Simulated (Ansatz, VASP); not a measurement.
**One calculation of WC, two programs**

The input INCAR:

```
SYSTEM = WC
PREC     = Accurate       ! precision mode
ENCUT    = 600            ! plane-wave cutoff, eV
EDIFF    = 1E-7           ! SCF threshold, eV
ISMEAR   = -1             ! smearing method
SIGMA    = 0.05           ! smearing width, eV
LREAL    = .False.        ! projectors in reciprocal space
LASPH    = .True.         ! aspherical terms in the spheres
NELM     = 80             ! most SCF steps
ALGO     = Normal         ! electronic algorithm
ISIF     = 3              ! what is computed and relaxed
LWAVE    = .False.        ! write WAVECAR
LCHARG   = .False.        ! write CHGCAR
GGA      = PE             ! functional
IVDW     = 12             ! dispersion correction
IBRION   = 2              ! ionic algorithm
NSW      = 60             ! ionic steps
EDIFFG   = -0.01          ! ionic threshold
```

KPOINTS

```
Automatic mesh
0
Gamma
  10 10 6
  0 0 0
```

The input POSCAR:

```
WC
1.0
    1.6403461100     -2.1180379000      0.0000000000
    1.6403461100      2.1180379000      0.0000000000
    0.0000000000      0.0000000000      4.3094211000
W C
1 1
Direct
    0.5000000000      0.5000000000      0.5000000000
    0.0000000000      0.0000000000      0.0000000000
```

The input input.yaml:

```yaml
crystal:
  lattice:
    - [1.64034611, -2.1180379, 0.0]
    - [1.64034611, 2.1180379, 0.0]
    - [0.0, 0.0, 4.3094211]
  atoms:
    - { symbol: W, position: [0.5, 0.5, 0.5] }
    - { symbol: C, position: [0.0, 0.0, 0.0] }
hamiltonian:
  xc: pbe
  pseudopotentials: { kind: paw }
  dispersion: d3bj
kpoints:
  mp_grid: { grid: [10, 10, 6] }
scf:
  occupations: { method: fermi_dirac, width: 0.05 }
output:
  forces: true
  stress: true
  eigenvalues: true
  write_density: true
  write_potential: true
  elf: true
  volumetric_format: npy
relax:
  f_tol: 0.01
  max_steps: 40
  cell: { stress_tol: 0.05 }
```

Alike in both runs: task relaxation of cell and atoms; functional PBE; dispersion D3(BJ); k mesh 10 × 10 × 6; occupations fermi-dirac, width 0.05 eV; no spin polarisation.

|  | VASP | Ansatz |
| --- | --- | --- |
| version | VASP 6.6.1 | Ansatz 0.2.0 |
| potentials or method | VASP PAW PBE potentials, release 64 (W_sv, C) | Ansatz PAW |
| plane-wave cutoff (eV) | 600 | 420 |
| valence electrons in the cell | 18 | 18 |

Ansatz gave:

- gap on the k mesh at the Fermi level, each at its own relaxed structure (eV): none
- relaxed volume (Å³/atom): 11.39
- relaxed cell length with the largest relative difference (Å): 3.007

Question: What did VASP give for the same quantities?

Answer: gap on the k mesh at the Fermi level, each at its own relaxed structure (eV): none; relaxed volume (Å³/atom): 11.41; relaxed cell length with the largest relative difference (Å): 3.010.

A gap of «none» marks a metal or a gap that the smearing closes.

Neither program's run includes spin-orbit coupling. Noted on VASP's run: the volume moved by over 15 % at a fixed basis, so the end points are rough. Noted on Ansatz's run: the volume moved by over 15 % at a fixed basis, so the end points are rough; the plane-wave basis is chosen anew once the cell has moved, so the energies of steps on either side of that aren't comparable.
